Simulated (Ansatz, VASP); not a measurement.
**Two plane-wave programs on Al3Cu**

INCAR

```
SYSTEM = Al3Cu
  ALGO = Fast
  EDIFF = 1E-7
  ENCUT = 520
  GGA = PS
  ISIF = 2
  ISMEAR = 0
  LASPH = .True.
  LCHARG = .False.
  LREAL = .False.
  LWAVE = .False.
  NBANDS = 18
  NELM = 60
  PREC = Accurate
  SIGMA = 0.15
```

File KPOINTS:

```
k-points
0
Gamma
  14 14 14
  0 0 0
```

File POSCAR:

```
Al3Cu
1.0
    4.0867153821     -0.8173430764     -0.8173430764
   -0.8173430764      4.0867153821     -0.8173430764
   -0.8173430764     -0.8173430764      4.0867153821
Al Cu
3 1
Direct
    0.0000000000      0.5000000000      0.5000000000
    0.5000000000      0.0000000000      0.5000000000
    0.5000000000      0.5000000000      0.0000000000
    0.0000000000      0.0000000000      0.0000000000
```

Input for Ansatz:

```yaml
crystal:
  lattice:
    - [4.0867153821, -0.8173430764, -0.8173430764]
    - [-0.8173430764, 4.0867153821, -0.8173430764]
    - [-0.8173430764, -0.8173430764, 4.0867153821]
  atoms:
    - { symbol: Al, position: [0.0, 0.5, 0.5] }
    - { symbol: Al, position: [0.5, 0.0, 0.5] }
    - { symbol: Al, position: [0.5, 0.5, 0.0] }
    - { symbol: Cu, position: [0.0, 0.0, 0.0] }
basis:
  ecutwfc: 420
kpoints:
  mp_grid: { grid: [14, 14, 14] }
hamiltonian:
  xc: pbesol
scf:
  occupations: { method: gaussian, width: 0.15 }
output:
  forces: true
  stress: true
  eigenvalues: true
```

Alike in both runs: task single point; functional PBEsol; k mesh 14 × 14 × 14; occupations gaussian, width 0.15 eV; no spin polarisation.

```csv
,VASP,Ansatz
version,VASP 6.6.1,Ansatz 0.2.0
potentials or method,"VASP PAW PBE potentials, release 64 (Al, Cu), cutoff 520 eV","scalar-relativistic, plane waves, PAW"
valence electrons in the cell,20,28
```

|  | VASP | Ansatz | Ansatz less VASP |
| --- | --- | --- | --- |
| gap on the k mesh at the Fermi level (eV) | none | none | - |
| pressure (GPa) | 20.0 | 19.8 | -0.25 |

VASP's potentials were made for PBE, not for PBEsol. A gap of «none» marks a metal or a gap that the smearing closes. With one functional, cell and mesh, what is left measures potentials, basis and numerics. VASP's potentials hold 20 valence electrons a cell and Ansatz's 28, so a difference there can come from the potentials and not from the codes.
